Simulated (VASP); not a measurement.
Wanted: the native input for a VASP 6.6.1 run.

```yaml
Task: relaxation of the atoms
Functional: PBE
Potentials_or_basis: VASP PAW PBE potentials, release 64 (Al, N)
Cutoff: 520 eV
k_mesh: 9 × 9 × 6
Occupations: gaussian, width 0.05 eV
Spin: no spin polarisation
Dipole_correction: no
Further_INCAR_settings: ALGO = Normal; EDIFF = 1e-07; IBRION = 2; EDIFFG = -0.01; NSW = 50
```

The structure of AlN lies in POSCAR:

```
AlN
1.0
    3.2238000000      0.0000000000      0.0000000000
   -1.6119000000      2.7918926967      0.0000000000
    0.0000000000      0.0000000000      4.8163000000
Al N
2 2
Direct
    0.3333333333      0.6666666667      0.0017290859
    0.6666666667      0.3333333333      0.5017290859
    0.3333333333      0.6666666667      0.3832709141
    0.6666666667      0.3333333333      0.8832709141
```

The input as run:

INCAR

```
  PREC = Accurate
  ENCUT = 520
  EDIFF = 1E-7
  ISMEAR = 0
  SIGMA = 0.05
  LREAL = F
  LASPH = T
  NELM = 60
  ALGO = Normal
  ISIF = 2
  LWAVE = F
  LCHARG = F
  GGA = PE
  IBRION = 2
  NSW = 50
  EDIFFG = -0.01
```

KPOINTS

```
regular mesh
0
Gamma
  9 9 6
```

Potentials or basis: VASP PAW PBE potentials, release 64 (Al, N).

Command:

```sh
$ cat potpaw_PBE.64/Al/POTCAR potpaw_PBE.64/N/POTCAR > POTCAR
$ mpirun -np 1 vasp_std > vasp.out
```

Results of the run:

- Energy gained by relaxing: 15.0 meV/atom
- Ionic steps: 3
- Pressure after relaxing: -4.7 GPa
- Band gap on the k mesh: 3.49 eV, direct

Run time: 29 s on 1 thread of Intel Xeon 6975P-C, with other jobs on the host, peak memory 0.16 GiB.
